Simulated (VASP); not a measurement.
# GaP (R-3m) in VASP: notebook

Aim: see how the results for GaP move with the level of theory and the settings. Levels: PBEsol, PBE. Tasks: single point.

Program: VASP 6.6.1. These are calculated values, not measurements. Logs are shortened: lines on timing, memory, paths and dates and some standing lists are left out, and cuts for length are marked.

## Step 1: The cell of the first run

Symmetry: R-3m, No. 166, trigonal system. The conventional cell has a = 3.700 Å, b = 3.700 Å, c = 19.528 Å, α = 90.00°, β = 90.00°, γ = 120.00°. Ga (site symmetry 3m) has 3 P at 2.27 Å and 1 Ga at 2.60 Å within 3.0 Å. Within 3.0 Å of P (site symmetry 3m) lie 3 Ga at 2.27 Å and 1 P at 2.40 Å.

## Step 2: Single point, PBEsol (strained)

The input, INCAR:

```
SYSTEM = GaP
ALGO = Normal
EDIFF = 1E-6
ENCUT = 520
GGA = PS
ISIF = 2
ISMEAR = 0
LASPH = .True.
LCHARG = .True.
LELF = .True.
LREAL = .False.
LVHAR = .True.
LWAVE = .False.
NBANDS = 26
NELM = 80
PREC = Accurate
SIGMA = 0.02
```

The input, KPOINTS:

```
k-points
0
Gamma
  9 9 9
  0 0 0
```

The input, POSCAR:

```
GaP
1.0
    1.8501584803      1.0681894966      6.5093302916
   -1.8501584803      1.0681894966      6.5093302916
    0.0000000000     -2.1363789932      6.5093302916
Ga P
2 2
Direct
    0.4334789256      0.4334789256      0.4334789256
    0.5665210744      0.5665210744      0.5665210744
    0.0613589898      0.0613589898      0.0613589898
    0.9386410102      0.9386410102      0.9386410102
```

Potentials or basis: VASP PAW PBE potentials, release 64 (Ga_d, P).

Run with:

```sh
cat potpaw_PBE.64/Ga_d/POTCAR potpaw_PBE.64/P/POTCAR > POTCAR
mpirun -np 1 vasp_std > vasp.out
```

OUTCAR:

```text
SYSTEM = GaP
   EDIFF = 1E-6
   ENCUT = 520
   GGA = PS
   ISIF = 2
   ISMEAR = 0
   LASPH = .True.
   LREAL = .False.
   NELM = 80
   PREC = Accurate

 ion  position               nearest neighbor table
   1  0.433  0.433  0.433-   3 2.27   3 2.27   3 2.27   2 2.60
   2  0.567  0.567  0.567-   4 2.27   4 2.27   4 2.27   1 2.60
   3  0.061  0.061  0.061-   1 2.27   1 2.27   1 2.27   4 2.40
   4  0.939  0.939  0.939-   2 2.27   2 2.27   2 2.27   3 2.40

  LATTYP: Found a trigonal (rhomboedric) cell.
 ALAT       =     6.8509485510
 COS(alpha) =     0.8541365623

  Lattice vectors:

 A1 = (   1.8501584803,   1.0681894966,   6.5093302916)
 A2 = (  -1.8501584803,   1.0681894966,   6.5093302916)
 A3 = (   0.0000000000,  -2.1363789932,   6.5093302916)

Analysis of symmetry for initial positions (statically):
=====================================================================
 Subroutine PRICEL returns:
 Original cell was already a primitive cell.

 Routine SETGRP: Setting up the symmetry group for a
 trigonal (rhombohedral) supercell.

 Subroutine GETGRP returns: Found 12 space group operations
 (whereof 12 operations were pure point group operations)
 out of a pool of 12 trial point group operations.

The static configuration has the point symmetry D_3d.

Analysis of symmetry for dynamics (positions and initial velocities):
=====================================================================
 Subroutine PRICEL returns:
 Original cell was already a primitive cell.

 Routine SETGRP: Setting up the symmetry group for a
 trigonal (rhombohedral) supercell.

 Subroutine GETGRP returns: Found 12 space group operations
 (whereof 12 operations were pure point group operations)
 out of a pool of 12 trial point group operations.

The dynamic configuration has the point symmetry D_3d.

 Subroutine INISYM returns: Found 12 space group operations
 (whereof 12 operations are pure point group operations),
 and found     1 'primitive' translations

----------------------------------------------------------------------------------------

                                     Primitive cell

  volume of cell :      77.1871

  direct lattice vectors                    reciprocal lattice vectors
     1.850158480  1.068189497  6.509330292     0.270247120  0.156027247  0.051208545
    -1.850158480  1.068189497  6.509330292    -0.270247120  0.156027247  0.051208545
     0.000000000 -2.136378993  6.509330292     0.000000000 -0.312054494  0.051208545

  length of vectors
     6.850948551  6.850948551  6.850948551     0.316228276  0.316228276  0.316228276

  position of ions in fractional coordinates (direct lattice)
     0.433478926  0.433478926  0.433478926
     0.566521074  0.566521074  0.566521074
     0.061358990  0.061358990  0.061358990
     0.938641010  0.938641010  0.938641010

  ion indices of the primitive-cell ions
   primitive index   ion index
                 1           1
                 2           2
                 3           3
                 4           4

----------------------------------------------------------------------------------------

 KPOINTS: k-points

Automatic generation of k-mesh.
 Grid dimensions read from file:
 generate k-points for:    9    9    9

 Generating k-lattice:

  Cartesian coordinates                     Fractional coordinates (reciprocal lattice)
     0.030027458  0.017336361  0.005689838     0.111111111 -0.000000000  0.000000000
    -0.030027458  0.017336361  0.005689838    -0.000000000  0.111111111  0.000000000
     0.000000000 -0.034672722  0.005689838     0.000000000  0.000000000  0.111111111

  Length of vectors
     0.035136475  0.035136475  0.035136475

  Shift w.r.t. Gamma in fractional coordinates (k-lattice)
     0.000000000  0.000000000  0.000000000

 Subroutine IBZKPT returns following result:
 ===========================================

 Found     85 irreducible k-points:

 Following reciprocal coordinates:
            Coordinates               Weight
  0.000000  0.000000  0.000000      1.000000
  0.111111  0.000000  0.000000      6.000000
  0.222222  0.000000  0.000000      6.000000
  0.333333  0.000000 -0.000000      6.000000
  0.444444  0.000000  0.000000      6.000000
  0.111111  0.111111  0.000000      6.000000
[... 16 lines left out ...]
 -0.333333  0.333333  0.000000      6.000000
  0.444444  0.444444  0.000000      6.000000
 [... further k-points ...]
   k-points           NKPTS =     85   k-points in BZ     NKDIM =     85   number of bands    NBANDS=     26
   number of dos      NEDOS =    301   number of ions     NIONS =      4
   total plane-waves  NPLWV = 157464
   dimension x,y,z NGX =    54 NGY =   54 NGZ =   54
   dimension x,y,z NGXF=   108 NGYF=  108 NGZF=  108
   ions per type =               2   2
   NGX,Y,Z   is equivalent  to a cutoff of  13.10, 13.10, 13.10 a.u.
   NGXF,Y,Z  is equivalent  to a cutoff of  26.21, 26.21, 26.21 a.u.
 SYSTEM =  GaP
   PREC   = accura    normal or accurate (medium, high low for compatibility)
   ISTART =      0    job   : 0-new  1-cont  2-samecut
   ICHARG =      2    charge: 1-file 2-atom 10-const
   ISPIN  =      1    spin polarized calculation?
   LNONCOLLINEAR =      F non collinear calculations
   LSORBIT =      F    spin-orbit coupling
   LASPH  =      T    aspherical Exc in radial PAW
   ENCUT  =  520.0 eV  38.22 Ry    6.18 a.u.  12.74 12.74 12.74*2*pi/ulx,y,z
   NELM   =     80;   NELMIN=  2; NELMDL= -5     # of ELM steps
   EDIFF  = 0.1E-05   stopping-criterion for ELM
   LREAL  =      F    real-space projection
   EDIFFG = 0.1E-04   stopping-criterion for IOM
   NSW    =      0    number of steps for IOM
   IBRION =     -1    ionic relax: 0-MD 1-quasi-New 2-CG
   NFREE  =      0    steps in history (QN), initial steepest desc. (CG)
   ISIF   =      2    stress and relaxation
   ISYM   =      2    0-nonsym 1-usesym 2-fastsym
   POTIM  = 0.5000    time-step for ionic-motion
   TEBEG  =    0.0;   TEEND  =   0.0 temperature during run
   PSTRESS=    0.0 pullay stress
   NELECT =      36.0000    total number of electrons
   NUPDOWN=      -1.0000    fix difference up-down
   EMIN   =  10.00;   EMAX   =-10.00  energy-range for DOS
   EFERMI =   0.00;   METHOD = LEGACY
   ISMEAR =     0;   SIGMA  =   0.02  broadening in eV -4-tet -1-fermi 0-gaus
   EFERMI_NEDOS =   21; number of points for ismear=-14 and -15
   IALGO  =     38    algorithm
   IMIX   =      4    mixing-type and parameters
     AMIX     =   0.40;   BMIX     =  1.00
     AMIX_MAG =   1.60;   BMIX_MAG =  1.00
  volume/ion in A,a.u.               =      19.30       130.22
  Fermi-wavevector in a.u.,A,eV,Ry     =   1.269582  2.399162 21.930391  1.611838
  Thomas-Fermi vector in A             =   2.402615
   LORBIT       =      0    0 simple, 1 ext, 2 COOP (PROOUT), +10 PAW based schemes
   GGA     = PS    functional components
   LHFCALC =     F    Hartree Fock is set to
   AEXX    =    0.0000 exact exchange contribution
   IVDW    =     0    specifies the selected vdW correction
   LEPSILON=     F    determine dielectric tensor
   LRPA    =     F    only Hartree local field effects (RPA)
 non-spin polarized calculation
 Gauss-broadening in eV      SIGMA  =   0.02
  energy-cutoff  :      520.00
  volume of cell :       77.19
 maximum number of plane-waves:      2092
 NGX is ok and might be reduce to    54
   NGX = 25   NGY = 25   NGZ = 25

 number of electron      35.9999996 magnetization

 Free energy of the ion-electron system (eV)
  ---------------------------------------------------
  ext. energy  EPLUGINS =         0.00000000
  ---------------------------------------------------
  free energy    TOTEN  =       -18.92600562 eV

  energy without entropy =      -18.92600562  energy(sigma->0) =      -18.92600562

 E-fermi :   5.7089     XC(G=0): -10.2512

 val. band max:        5.6316779751   @ k =   0.0000   0.0000   0.0000
 cond. band min:       5.9246907165   @ k =  -0.4444   0.4444   0.0000
 fundamental gap:      0.2930127415
 Fermi energy:         5.7089320266

 k-point     1 :       0.0000    0.0000    0.0000
  band No.  band energies     occupation
      1      -9.5435      2.00000
      2      -9.4385      2.00000
      3      -9.4385      2.00000
      4      -9.4382      2.00000
      5      -9.4382      2.00000
      6      -9.3281      2.00000
[... 18 lines left out ...]
     25       9.7934      0.00000
     26      13.6773      0.00000

 k-point     2 :       0.1111    0.0000    0.0000
  band No.  band energies     occupation
      1      -9.5470      2.00000
      2      -9.4603      2.00000
      3      -9.4448      2.00000
      4      -9.4324      2.00000
      5      -9.4299      2.00000
      6      -9.3331      2.00000
[... 18 lines left out ...]
     25      10.3121      0.00000
     26      13.3739      0.00000

 k-point     3 :       0.2222    0.0000    0.0000
  band No.  band energies     occupation
      1      -9.5648      2.00000
      2      -9.5014      2.00000
      3      -9.4458      2.00000
      4      -9.4184      2.00000
      5      -9.4091      2.00000
      6      -9.3448      2.00000
[... 18 lines left out ...]
     25      11.5962      0.00000
     26      12.5317      0.00000

 k-point     4 :       0.3333    0.0000   -0.0000
  band No.  band energies     occupation
      1      -9.5912      2.00000
      2      -9.5374      2.00000
      3      -9.4356      2.00000
      4      -9.4057      2.00000
      5      -9.3857      2.00000
      6      -9.3574      2.00000
[... 18 lines left out ...]
     25      12.7420      0.00000
     26      12.9805      0.00000
[... 496 lines left out ...]
      1      -9.6054      2.00000
      2      -9.5376      2.00000
      3      -9.4361      2.00000
      4      -9.4036      2.00000
      5      -9.3889      2.00000
      6      -9.3418      2.00000
[... 18 lines left out ...]
     25      13.3648      0.00000
     26      13.6721      0.00000

 k-point    23 :      -0.3333    0.3333    0.0000
  band No.  band energies     occupation
      1      -9.6057      2.00000
      2      -9.5368      2.00000
      3      -9.4347      2.00000
      4      -9.3984      2.00000
      5      -9.3981      2.00000
      6      -9.3290      2.00000
[... 18 lines left out ...]
     25      12.9445      0.00000
     26      13.7973      0.00000

 k-point    24 :       0.4444    0.4444    0.0000
  band No.  band energies     occupation
      1      -9.6137      2.00000
      2      -9.5436      2.00000
      3      -9.4325      2.00000
      4      -9.4048      2.00000
      5      -9.3686      2.00000
      6      -9.3637      2.00000
[... 18 lines left out ...]
     25      13.9420      0.00000
     26      15.5007      0.00000

 [... further k-points ...]
[... 5 lines left out ...]
  --------------------------------------------------------------------------------------
  -------------------------------------------------------------------------------------
  Total        5.2619491      5.2619491     -2.8724903      0.0000000     -0.0000000      0.0000000
  in kB      109.2225806    109.2225806    -59.6244467      0.0000000     -0.0000000      0.0000000
  external PRESSURE =      52.9402381 kB  Pullay stress =       0.0000000 kB

 VOLUME and BASIS-vectors are now :
 -----------------------------------------------------------------------------
  energy-cutoff  :      520.00
  volume of cell :       77.19
      direct lattice vectors                 reciprocal lattice vectors
     1.850158480  1.068189497  6.509330292     0.270247120  0.156027247  0.051208545
    -1.850158480  1.068189497  6.509330292    -0.270247120  0.156027247  0.051208545
     0.000000000 -2.136378993  6.509330292     0.000000000 -0.312054494  0.051208545

 POSITION                                       TOTAL-FORCE (eV/Angst)
 -----------------------------------------------------------------------------------
      0.00000      0.00000      8.46497         0.000000      0.000000      1.284818
      0.00000      0.00000     11.06302         0.000000      0.000000     -1.284818
      0.00000      0.00000      1.19822         0.000000      0.000000     -1.745889
      0.00000      0.00000     18.32977         0.000000     -0.000000      1.745889
 -----------------------------------------------------------------------------------
    total drift:                                0.000000     -0.000000      0.000000

  FREE ENERGIE OF THE ION-ELECTRON SYSTEM (eV)
  ---------------------------------------------------
  free  energy   TOTEN  =       -18.9260056181 eV

  energy  without entropy=      -18.9260056181  energy(sigma->0) =      -18.92600562
```

It took 6.7 min on 1 thread of Intel Xeon 6975P-C (Granite Rapids), shared host; peak memory 0.46 GiB.

What came out:

```
Free energy            : -18.9260 eV
Pressure               : 5.3 GPa
Largest force          : 1.746 eV/Å
Band gap on the k mesh : 0.29 eV, indirect (least direct gap 0.58 eV)
```

Forces in eV/Å, atoms in the order of the input:
```
Ga   0.000  0.000  1.285
Ga   0.000  0.000 -1.285
P    0.000  0.000 -1.746
P    0.000  0.000  1.746
```

Levels at points of the mesh, in eV from the valence-band top:
```
           k point  band 15  band 16  band 17  band 18  band 19  band 20  band 21  band 22
(0.00, 0.00, 0.00)    -1.78    -0.52    -0.52     0.00     0.58     1.40     2.70     3.76
```

Caveat: the cell differs from its parent crystal (strained); the PAW data sets were made with another functional, which shifts forces and pressure a little. A k mesh can miss the band edges.

## Step 3: Single point, PBE (functional PBE, strained)

The input, INCAR:

```
PREC = Accurate
ENCUT = 520
EDIFF = 1E-7
ISMEAR = 0
SIGMA = 0.02
LREAL = F
LASPH = T
NELM = 80
ALGO = Normal
ISIF = 2
LWAVE = F
LCHARG = F
GGA = PE
NBANDS = 26
```

The input, KPOINTS:

```
Automatic mesh
0
Gamma
  9 9 9
```

The input, POSCAR:

```
GaP
1.0
    1.9503597729      1.1260407399      6.2621942595
   -1.9503597729      1.1260407399      6.2621942595
    0.0000000000     -2.2520814797      6.2621942595
Ga P
2 2
Direct
    0.4352769269      0.4352769269      0.4352769269
    0.5647230731      0.5647230731      0.5647230731
    0.0551919341      0.0551919341      0.0551919341
    0.9448080659      0.9448080659      0.9448080659
```

Potentials or basis: VASP PAW PBE potentials, release 64 (Ga_d, P).

Run with:

```sh
cat potpaw_PBE.64/Ga_d/POTCAR potpaw_PBE.64/P/POTCAR > POTCAR
mpirun -np 1 vasp_std > vasp.out
```

OUTCAR:

```text
PREC = Accurate
   ENCUT = 520
   EDIFF = 1E-7
   ISMEAR = 0
   LREAL = F
   LASPH = T
   NELM = 80
   ISIF = 2
   GGA = PE

 ion  position               nearest neighbor table
   1  0.435  0.435  0.435-   3 2.42   3 2.42   3 2.42   2 2.43
   2  0.565  0.565  0.565-   4 2.42   4 2.42   4 2.42   1 2.43
   3  0.055  0.055  0.055-   4 2.07   1 2.42   1 2.42   1 2.42
   4  0.945  0.945  0.945-   3 2.07   2 2.42   2 2.42   2 2.42

  LATTYP: Found a trigonal (rhomboedric) cell.
 ALAT       =     6.6548439452
 COS(alpha) =     0.8282156066

  Lattice vectors:

 A1 = (   1.9503597729,   1.1260407399,   6.2621942595)
 A2 = (  -1.9503597729,   1.1260407399,   6.2621942595)
 A3 = (   0.0000000000,  -2.2520814797,   6.2621942595)

Analysis of symmetry for initial positions (statically):
=====================================================================
 Subroutine PRICEL returns:
 Original cell was already a primitive cell.

 Routine SETGRP: Setting up the symmetry group for a
[... 166 lines left out ...]
  ---------------------------------------------------
  ext. energy  EPLUGINS =         0.00000000
  ---------------------------------------------------
  free energy    TOTEN  =       -17.59914338 eV

  energy without entropy =      -17.59914338  energy(sigma->0) =      -17.59914338

 E-fermi :   5.0488     XC(G=0):  -9.7382

 val. band max:        4.9542577177   @ k =   0.0000   0.0000   0.0000
 cond. band min:       5.7452832663   @ k =   0.1111   0.1111   0.1111
 fundamental gap:      0.7910255486
 Fermi energy:         5.0487562539

 k-point     1 :       0.0000    0.0000    0.0000
  band No.  band energies     occupation
      1     -10.0009      2.00000
      2      -9.8502      2.00000
      3      -9.8502      2.00000
      4      -9.8223      2.00000
      5      -9.8223      2.00000
      6      -9.7740      2.00000
[... 685 lines left out ...]
     25      13.5266      0.00000
     26      14.5049      0.00000

 [... further k-points ...]
[... 5 lines left out ...]
  --------------------------------------------------------------------------------------
  -------------------------------------------------------------------------------------
  Total       -0.4824241     -0.4824241      5.2519161      0.0000000      0.0000000      0.0000000
  in kB       -9.3668371     -9.3668371    101.9721887      0.0000000      0.0000000      0.0000000
  external PRESSURE =      27.7461715 kB  Pullay stress =       0.0000000 kB

 VOLUME and BASIS-vectors are now :
 -----------------------------------------------------------------------------
  energy-cutoff  :      520.00
  volume of cell :       82.52
      direct lattice vectors                 reciprocal lattice vectors
     1.950359773  1.126040740  6.262194260     0.256362958  0.148011223  0.053229478
    -1.950359773  1.126040740  6.262194260    -0.256362958  0.148011223  0.053229478
     0.000000000 -2.252081480  6.262194260     0.000000000 -0.296022445  0.053229478

 POSITION                                       TOTAL-FORCE (eV/Angst)
 -----------------------------------------------------------------------------------
      0.00000      0.00000      8.17737         0.000000     -0.000000     -0.228701
      0.00000      0.00000     10.60922         0.000000      0.000000      0.228701
      0.00000      0.00000      1.03687         0.000000      0.000000      1.905981
      0.00000      0.00000     17.74971         0.000000     -0.000000     -1.905981
 -----------------------------------------------------------------------------------
    total drift:                                0.000000     -0.000000     -0.000000

  FREE ENERGIE OF THE ION-ELECTRON SYSTEM (eV)
  ---------------------------------------------------
  free  energy   TOTEN  =       -17.5991433807 eV

  energy  without entropy=      -17.5991433807  energy(sigma->0) =      -17.59914338
```

It took 4.1 min on 1 thread of Intel Xeon 6975P-C (Granite Rapids), shared host; peak memory 0.42 GiB.

What came out:

* Free energy: -17.5991 eV
* Pressure: 2.8 GPa
* Largest force: 1.906 eV/Å
* Band gap on the k mesh: 0.79 eV, indirect (the least direct gap lies 4.4 meV higher)

Forces on the atoms (eV/Å):
```
Ga   0.000  0.000 -0.229
Ga   0.000  0.000  0.229
P    0.000  0.000  1.906
P    0.000  0.000 -1.906
```

Stress tensor (GPa, compression positive):
```
-0.94  0.00  0.00
 0.00 -0.94  0.00
 0.00  0.00 10.20
```

Caveat: the cell differs from its parent crystal (functional PBE, strained); forces of over 1 eV/Å act on the atoms, so gaps and moduli don't describe the material at rest. A k mesh can miss the band edges.
